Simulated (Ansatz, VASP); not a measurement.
**One calculation of KHCO2, two programs**

```xyz
10
Lattice="2.8557 -3.2563 0.0000 2.8557 3.2563 0.0000 0.0000 0.0000 6.6327" Properties=species:S:1:pos:R:3 pbc="T T T"
K     0.0000    0.0000    3.3163
K     0.0000    0.0000    0.0000
H     2.8557    0.4635    1.6582
H     2.8557   -0.4635    4.9745
C     2.8557   -0.6582    1.6582
C     2.8557    0.6582    4.9745
O     1.7420   -1.2395    1.6582
O     1.7420    1.2395    4.9745
O     3.9694    1.2395    4.9745
O     3.9694   -1.2395    1.6582
```

Alike in both runs: functional LDA; k mesh 4 × 4 × 4; occupations gaussian, width 0.1 eV; no spin polarisation.

Ansatz relaxed the structure, and its values are those at the end. VASP's run is a single point on that final structure, the one shown.

```csv
,VASP,Ansatz
version,VASP 6.6.1,Ansatz 0.2.0
potentials or method,"VASP PAW LDA potentials, release 64 (K_sv, H, C, O), cutoff 520 eV","scalar-relativistic, plane waves, PAW"
valence electrons in the cell,52,52
```

```tsv
	VASP	Ansatz	Ansatz less VASP
gap on the k mesh at the Fermi level (eV)	3.84	3.85	+0.007
least direct gap on the mesh (eV)	3.84	3.85	+0.007
pressure (GPa)	1.1	0.1	-0.94
rms of the force components (eV/Å)	0.177	0.008	-0.1688
```

LDA's correlation is that of Perdew and Zunger in VASP and of Perdew and Wang (1992) in Ansatz.

Noted on VASP's run: the standard files for N, O and F lose accuracy on very short bonds.
